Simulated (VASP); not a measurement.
# TaC (Fm-3m) in VASP: a series of runs

Runs on TaC. Level: PBE. Tasks: single point, relaxation of cell and atoms.

Everything below comes from runs of VASP 6.6.1. Logs are shortened: lines on timing, memory, paths and dates and some standing lists are left out, and cuts for length are marked.

## (1) The cell of the first run

The structure is cubic, space group Fm-3m (No. 225). Conventional cell: a = 4.475 Å, b = 4.475 Å, c = 4.475 Å, α = 90.00°, β = 90.00°, γ = 90.00°. Ta (site symmetry m-3m) has 6 C at 2.24 Å within 3.0 Å. C (site symmetry m-3m) has 6 Ta at 2.24 Å within 3.0 Å.

## (2) Single point, PBE

INCAR

```
  ALGO = Normal
  EDIFF = 1E-6
  ENCUT = 600
  GGA = PE
  GGA_COMPAT = False
  ISIF = 2
  ISMEAR = -1
  LASPH = True
  LCHARG = False
  LREAL = False
  LWAVE = False
  NBANDS = 14
  NELM = 120
  PREC = Accurate
  SIGMA = 0.05
```

KPOINTS

```
k-points
0
Gamma
  13 13 13
```

POSCAR

```
TaC
1.0
    0.0000000000      2.2376790806      2.2376790806
    2.2376790806      0.0000000000      2.2376790806
    2.2376790806      2.2376790806      0.0000000000
Ta C
1 1
Direct
    0.0000000000      0.0000000000      0.0000000000
    0.5000000000      0.5000000000      0.5000000000
```

Potentials or basis: VASP PAW PBE potentials, release 64 (Ta_pv, C).

Run with:

```sh
> cat potpaw_PBE.64/Ta_pv/POTCAR potpaw_PBE.64/C/POTCAR > POTCAR
> mpirun -np 1 vasp_std > vasp.out
```

OUTCAR:

```text
EDIFF = 1E-6
   ENCUT = 600
   GGA = PE
   ISIF = 2
   ISMEAR = -1
   LASPH = True
   LREAL = False
   NELM = 120
   PREC = Accurate

 ion  position               nearest neighbor table
   1  0.000  0.000  0.000-   2 2.24   2 2.24   2 2.24   2 2.24   2 2.24   2 2.24
   2  0.500  0.500  0.500-   1 2.24   1 2.24   1 2.24   1 2.24   1 2.24   1 2.24

  LATTYP: Found a face centered cubic cell.
 ALAT       =     4.4753581612

  Lattice vectors:

 A1 = (   0.0000000000,   2.2376790806,   2.2376790806)
 A2 = (   2.2376790806,   0.0000000000,   2.2376790806)
 A3 = (   2.2376790806,   2.2376790806,   0.0000000000)

Analysis of symmetry for initial positions (statically):
=====================================================================
 Subroutine PRICEL returns:
 Original cell was already a primitive cell.

 Routine SETGRP: Setting up the symmetry group for a
 face centered cubic supercell.

 Subroutine GETGRP returns: Found 48 space group operations
 (whereof 48 operations were pure point group operations)
 out of a pool of 48 trial point group operations.

The static configuration has the point symmetry O_h .

Analysis of symmetry for dynamics (positions and initial velocities):
=====================================================================
 Subroutine PRICEL returns:
 Original cell was already a primitive cell.

 Routine SETGRP: Setting up the symmetry group for a
 face centered cubic supercell.

 Subroutine GETGRP returns: Found 48 space group operations
 (whereof 48 operations were pure point group operations)
 out of a pool of 48 trial point group operations.

The dynamic configuration has the point symmetry O_h .

 Subroutine INISYM returns: Found 48 space group operations
 (whereof 48 operations are pure point group operations),
 and found     1 'primitive' translations

----------------------------------------------------------------------------------------

                                     Primitive cell

  volume of cell :      22.4090

  direct lattice vectors                    reciprocal lattice vectors
     0.000000000  2.237679081  2.237679081    -0.223445803  0.223445803  0.223445803
     2.237679081  0.000000000  2.237679081     0.223445803 -0.223445803  0.223445803
     2.237679081  2.237679081  0.000000000     0.223445803  0.223445803 -0.223445803

  length of vectors
     3.164556104  3.164556104  3.164556104     0.387019484  0.387019484  0.387019484

  position of ions in fractional coordinates (direct lattice)
     0.000000000  0.000000000  0.000000000
     0.500000000  0.500000000  0.500000000

  ion indices of the primitive-cell ions
   primitive index   ion index
                 1           1
                 2           2

----------------------------------------------------------------------------------------

 KPOINTS: k-points

Automatic generation of k-mesh.
 Grid dimensions read from file:
 generate k-points for:   13   13   13

 Generating k-lattice:

  Cartesian coordinates                     Fractional coordinates (reciprocal lattice)
    -0.017188139  0.017188139  0.017188139     0.076923077  0.000000000  0.000000000
     0.017188139 -0.017188139  0.017188139     0.000000000  0.076923077  0.000000000
     0.017188139  0.017188139 -0.017188139     0.000000000  0.000000000  0.076923077

  Length of vectors
     0.029770730  0.029770730  0.029770730

  Shift w.r.t. Gamma in fractional coordinates (k-lattice)
     0.000000000  0.000000000  0.000000000

 Subroutine IBZKPT returns following result:
 ===========================================

 Found     84 irreducible k-points:

 Following reciprocal coordinates:
            Coordinates               Weight
  0.000000  0.000000  0.000000      1.000000
  0.076923  0.000000  0.000000      8.000000
  0.153846  0.000000  0.000000      8.000000
  0.230769  0.000000  0.000000      8.000000
  0.307692  0.000000  0.000000      8.000000
  0.384615  0.000000  0.000000      8.000000
[... 16 lines left out ...]
  0.384615  0.153846  0.000000     24.000000
  0.461538  0.153846  0.000000     24.000000
 [... further k-points ...]
   k-points           NKPTS =     84   k-points in BZ     NKDIM =     84   number of bands    NBANDS=     14
   number of dos      NEDOS =    301   number of ions     NIONS =      2
   total plane-waves  NPLWV =  21952
   dimension x,y,z NGX =    28 NGY =   28 NGZ =   28
   dimension x,y,z NGXF=    56 NGYF=   56 NGZF=   56
   ions per type =               1   1
   NGX,Y,Z   is equivalent  to a cutoff of  14.71, 14.71, 14.71 a.u.
   NGXF,Y,Z  is equivalent  to a cutoff of  29.42, 29.42, 29.42 a.u.
 SYSTEM =  unknown system
   PREC   = accura    normal or accurate (medium, high low for compatibility)
   ISTART =      0    job   : 0-new  1-cont  2-samecut
   ICHARG =      2    charge: 1-file 2-atom 10-const
   ISPIN  =      1    spin polarized calculation?
   LNONCOLLINEAR =      F non collinear calculations
   LSORBIT =      F    spin-orbit coupling
   LASPH  =      T    aspherical Exc in radial PAW
   ENCUT  =  600.0 eV  44.10 Ry    6.64 a.u.   6.32  6.32  6.32*2*pi/ulx,y,z
   NELM   =    120;   NELMIN=  2; NELMDL= -5     # of ELM steps
   EDIFF  = 0.1E-05   stopping-criterion for ELM
   LREAL  =      F    real-space projection
   EDIFFG = 0.1E-04   stopping-criterion for IOM
   NSW    =      0    number of steps for IOM
   IBRION =     -1    ionic relax: 0-MD 1-quasi-New 2-CG
   NFREE  =      0    steps in history (QN), initial steepest desc. (CG)
   ISIF   =      2    stress and relaxation
   ISYM   =      2    0-nonsym 1-usesym 2-fastsym
   POTIM  = 0.5000    time-step for ionic-motion
   TEBEG  =    0.0;   TEEND  =   0.0 temperature during run
   PSTRESS=    0.0 pullay stress
   NELECT =      15.0000    total number of electrons
   NUPDOWN=      -1.0000    fix difference up-down
   EMIN   =  10.00;   EMAX   =-10.00  energy-range for DOS
   EFERMI =   0.00;   METHOD = LEGACY
   ISMEAR =    -1;   SIGMA  =   0.05  broadening in eV -4-tet -1-fermi 0-gaus
   EFERMI_NEDOS =   21; number of points for ismear=-14 and -15
   IALGO  =     38    algorithm
   IMIX   =      4    mixing-type and parameters
     AMIX     =   0.40;   BMIX     =  1.00
     AMIX_MAG =   1.60;   BMIX_MAG =  1.00
  volume/ion in A,a.u.               =      11.20        75.61
  Fermi-wavevector in a.u.,A,eV,Ry     =   1.432070  2.706219 27.903144  2.050823
  Thomas-Fermi vector in A             =   2.551737
   LORBIT       =      0    0 simple, 1 ext, 2 COOP (PROOUT), +10 PAW based schemes
   GGA     = PE    functional components
   LHFCALC =     F    Hartree Fock is set to
   AEXX    =    0.0000 exact exchange contribution
   IVDW    =     0    specifies the selected vdW correction
   LEPSILON=     F    determine dielectric tensor
   LRPA    =     F    only Hartree local field effects (RPA)
 non-spin polarized calculation
  energy-cutoff  :      600.00
  volume of cell :       22.41
 maximum number of plane-waves:       763
 NGX is ok and might be reduce to    28
   NGX = 13   NGY = 13   NGZ = 13

 number of electron      15.0000000 magnetization

 Free energy of the ion-electron system (eV)
  ---------------------------------------------------
  ext. energy  EPLUGINS =         0.00000000
  ---------------------------------------------------
  free energy    TOTEN  =       -22.21056233 eV

  energy without entropy =      -22.20688618  energy(sigma->0) =      -22.20872425

 E-fermi :   8.2692     XC(G=0): -13.1317

 val. band max:        8.2533598663   @ k =   0.0769   0.0000   0.0000
 cond. band min:       8.3464643323   @ k =  -0.2308   0.0769   0.0000
 fundamental gap:      0.0931044659
 Fermi energy:         8.2692413923

 k-point     1 :       0.0000    0.0000    0.0000
  band No.  band energies     occupation
      1     -26.8539      2.00000
      2     -26.8539      2.00000
      3     -26.8539      2.00000
      4      -6.4637      2.00000
      5       6.9487      2.00000
      6       6.9487      2.00000
      7       6.9487      2.00000
      8       7.7894      1.99986
      9       7.7894      1.99986
     10       7.7894      1.99986
     11       8.8963      0.00001
     12       8.8963      0.00001
     13      14.6756      0.00000
     14      18.2938      0.00000

 k-point     2 :       0.0769    0.0000    0.0000
  band No.  band energies     occupation
      1     -26.8950      2.00000
      2     -26.8581      2.00000
      3     -26.8581      2.00000
      4      -6.3000      2.00000
      5       6.1316      2.00000
      6       6.5175      2.00000
      7       6.5175      2.00000
      8       7.4261      2.00000
      9       7.4261      2.00000
     10       8.2534      1.15749
     11      10.0172      0.00000
     12      10.0172      0.00000
     13      15.0021      0.00000
     14      18.7074      0.00000

 k-point     3 :       0.1538    0.0000    0.0000
  band No.  band energies     occupation
      1     -27.0073      2.00000
      2     -26.8696      2.00000
      3     -26.8696      2.00000
      4      -5.8277      2.00000
      5       4.8111      2.00000
      6       5.4146      2.00000
      7       5.4146      2.00000
      8       7.7889      1.99987
      9       7.7889      1.99987
     10       8.7170      0.00026
     11      11.7110      0.00000
     12      11.7110      0.00000
     13      15.7919      0.00000
     14      19.7902      0.00000
[... 324 lines left out ...]
 k-point    23 :       0.3846    0.1538    0.0000
  band No.  band energies     occupation
      1     -27.3519      2.00000
      2     -26.9703      2.00000
      3     -26.9630      2.00000
      4      -3.7839      2.00000
      5       1.5326      2.00000
      6       3.4712      2.00000
      7       4.1487      2.00000
      8       7.8325      1.99968
      9      10.7463      0.00000
     10      11.3483      0.00000
     11      13.9707      0.00000
     12      15.5654      0.00000
     13      18.1846      0.00000
     14      20.8374      0.00000

 k-point    24 :       0.4615    0.1538    0.0000
  band No.  band energies     occupation
      1     -27.4413      2.00000
      2     -27.0004      2.00000
      3     -26.9652      2.00000
      4      -3.0620      2.00000
      5       0.8061      2.00000
      6       3.1392      2.00000
      7       3.5935      2.00000
      8       8.7296      0.00020
      9      11.1690      0.00000
     10      11.7807      0.00000
     11      15.3850      0.00000
     12      15.4310      0.00000
     13      18.2014      0.00000
     14      20.3290      0.00000

 [... further k-points ...]
[... 5 lines left out ...]
  --------------------------------------------------------------------------------------
  -------------------------------------------------------------------------------------
  Total        0.0803893      0.0803893      0.0803893      0.0000000      0.0000000      0.0000000
  in kB        5.7475818      5.7475818      5.7475818      0.0000000      0.0000000      0.0000000
  external PRESSURE =       5.7475818 kB  Pullay stress =       0.0000000 kB

 VOLUME and BASIS-vectors are now :
 -----------------------------------------------------------------------------
  energy-cutoff  :      600.00
  volume of cell :       22.41
      direct lattice vectors                 reciprocal lattice vectors
     0.000000000  2.237679081  2.237679081    -0.223445803  0.223445803  0.223445803
     2.237679081  0.000000000  2.237679081     0.223445803 -0.223445803  0.223445803
     2.237679081  2.237679081  0.000000000     0.223445803  0.223445803 -0.223445803

 POSITION                                       TOTAL-FORCE (eV/Angst)
 -----------------------------------------------------------------------------------
      0.00000      0.00000      0.00000         0.000000     -0.000000      0.000000
      2.23768      2.23768      2.23768         0.000000      0.000000     -0.000000
 -----------------------------------------------------------------------------------
    total drift:                                0.000000      0.000000      0.000000

  FREE ENERGIE OF THE ION-ELECTRON SYSTEM (eV)
  ---------------------------------------------------
  free  energy   TOTEN  =       -22.2105623281 eV

  energy  without entropy=      -22.2068861783  energy(sigma->0) =      -22.20872425
```

Wall time 84 s (1 thread of AMD EPYC 7R43 (Zen 3), shared host); peak memory 0.15 GiB.

What came out:

| Item | Value |
| --- | --- |
| Free energy | -22.2106 eV |
| Pressure | 0.6 GPa |
| Band gap on the k mesh | zero (an odd number of electrons rules out a gap without spin polarisation) |

Levels at points of the mesh, in eV from the Fermi level:
| k point | band 5 | band 6 | band 7 | band 8 | band 9 | band 10 | band 11 | band 12 |
| --- | --- | --- | --- | --- | --- | --- | --- | --- |
| (0.00, 0.00, 0.00) | -1.32 | -1.32 | -1.32 | -0.48 | -0.48 | -0.48 | 0.63 | 0.63 |

Caveat: spin-orbit coupling is left out, which moves the levels of the heavy elements.

## (3) Relaxation of cell and atoms, PBE

This run uses another cell than the first one, of 10.33 Å³/atom.

INCAR

```
SYSTEM = TaC
PREC     = Accurate       ! precision mode
ENCUT    = 600            ! plane-wave cutoff, eV
EDIFF    = 1E-7           ! SCF threshold, eV
ISMEAR   = -1             ! smearing method
SIGMA    = 0.05           ! smearing width, eV
LREAL    = .False.        ! projectors in reciprocal space
LASPH    = .True.         ! aspherical terms in the spheres
NELM     = 120            ! most SCF steps
ALGO     = Normal         ! electronic algorithm
ISIF     = 3              ! what is computed and relaxed
LWAVE    = .False.        ! write WAVECAR
LCHARG   = .False.        ! write CHGCAR
GGA      = PE             ! functional
IBRION   = 2              ! ionic algorithm
NSW      = 100            ! ionic steps
EDIFFG   = -0.005         ! ionic threshold
GGA_COMPAT= .False.      
NELMIN   = 4
```

KPOINTS

```
regular mesh
0
Gamma
  13 13 13
  0 0 0
```

POSCAR

```
TaC
1.0
    0.0000000000      2.1776199197      2.1776199197
    2.1776199197      0.0000000000      2.1776199197
    2.1776199197      2.1776199197      0.0000000000
Ta C
1 1
Direct
    0.0000000000      0.0000000000      0.0000000000
    0.5000000000      0.5000000000      0.5000000000
```

Potentials or basis: VASP PAW PBE potentials, release 64 (Ta_pv, C).

Run with:

```sh
> cat potpaw_PBE.64/Ta_pv/POTCAR potpaw_PBE.64/C/POTCAR > POTCAR
> mpirun -np 1 vasp_std > vasp.out
```

Wall time 5.3 min (1 thread of AMD EPYC 7R43 (Zen 3), shared host); peak memory 0.15 GiB.

Results (log left out):

```yaml
Free_energy: -22.2089 eV
Relaxed_volume: 11.23 Å³/atom
Relaxed_cell: a = 3.167 Å, b = 3.167 Å, c = 3.167 Å, α = 60.00°, β = 60.00°, γ = 60.00°
Space_group_after_relaxing_to_0.1_Å: Fm-3m (No. 225)
Energy_gained_by_relaxing: 84.4 meV/atom
Ionic_steps: 17
Pressure_after_relaxing: 0.0 GPa
Band_gap_on_the_k_mesh: zero (an odd number of electrons rules out a gap without spin polarisation)
```

Step by step:
| step | energy change (eV) | largest force (eV/Å) | pressure (GPa) | volume (Å³) |
| --- | --- | --- | --- | --- |
| 1 | 0.0000 | 0.0000 | 32.34 | 20.65 |
| 2 | 0.6431 | 0.0000 | -42.78 | 27.53 |
| 3 | -0.1678 | 0.0000 | -2.03 | 22.60 |
| 4 | -0.1687 | 0.0000 | -0.21 | 22.47 |
| 5 | -0.1687 | 0.0000 | 0.33 | 22.43 |
| 6 | -0.1687 | 0.0000 | 0.32 | 22.43 |
| 7 | -0.1687 | 0.0000 | 0.29 | 22.43 |
| 8 | -0.1687 | 0.0000 | 0.29 | 22.43 |
| 9 | -0.1687 | 0.0000 | 0.29 | 22.43 |
| 10 | -0.1687 | 0.0000 | 0.29 | 22.43 |
| 11 | -0.1687 | 0.0000 | 0.28 | 22.43 |
| 12 | -0.1687 | 0.0000 | 0.28 | 22.43 |
| 13 | -0.1687 | 0.0000 | 0.27 | 22.43 |
| 14 | -0.1687 | 0.0000 | 0.25 | 22.44 |
| 15 | -0.1688 | 0.0000 | 0.21 | 22.44 |
| 16 | -0.1688 | 0.0000 | 0.13 | 22.44 |
| 17 | -0.1688 | 0.0000 | -0.03 | 22.45 |

Final structure:
```
CELL_PARAMETERS angstrom
0.00000 2.23918 2.23918
2.23918 0.00000 2.23918
2.23918 2.23918 0.00000
ATOMIC_POSITIONS crystal
Ta 0.00000 0.00000 0.00000
C 0.50000 0.50000 0.50000
```

Levels at points of the mesh, in eV from the Fermi level:
```csv
k point,band 5,band 6,band 7,band 8,band 9,band 10,band 11
"(0.00, 0.00, 0.00)",-1.32,-1.32,-1.32,-0.48,-0.48,-0.48,0.62
```

Caveat: spin-orbit coupling is left out, which moves the levels of the heavy elements.
